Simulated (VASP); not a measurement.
A run of VASP 6.6.1 is set up as follows.

File INCAR:

```
SYSTEM = Ga
PREC = Accurate
ENCUT = 520
EDIFF = 1E-7
ISMEAR = -1
SIGMA = 0.1
LREAL = .FALSE.
LASPH = .TRUE.
NELM = 80
ALGO = Normal
ISIF = 2
LWAVE = .FALSE.
LCHARG = .FALSE.
GGA = CA
NBANDS = 20
```

The input KPOINTS:

```
Automatic mesh
0
G
  11 11 9
  0 0 0
```

The input POSCAR:

```
Ga
1.0
    1.4102537980     -3.9535735786      0.0000000000
    1.4102537980      3.9535735786      0.0000000000
    0.0000000000      0.0000000000      3.0831065791
Ga
2
Direct
    0.8670000000      0.1330000000      0.2500000000
    0.1330000000      0.8670000000      0.7500000000
```

Potentials or basis: VASP PAW LDA potentials, release 64 (Ga_d).

Launch:

```sh
$ cat potpaw_LDA.64/Ga_d/POTCAR > POTCAR
$ mpirun -np 1 vasp_std > vasp.out
```

Question: What does it give for the largest force?

Answer: 0.250 eV/Å.

Question: What does it give for the pressure?

Answer: 0.9 GPa.

Question: Estimate the band gap on the k mesh.

Answer: Zero (bands 13 and 14 overlap by 8.81 eV).

Stress tensor (GPa, compression positive):
```
-1.04  0.00  0.00
 0.00  0.06  0.00
 0.00  0.00  3.67
```
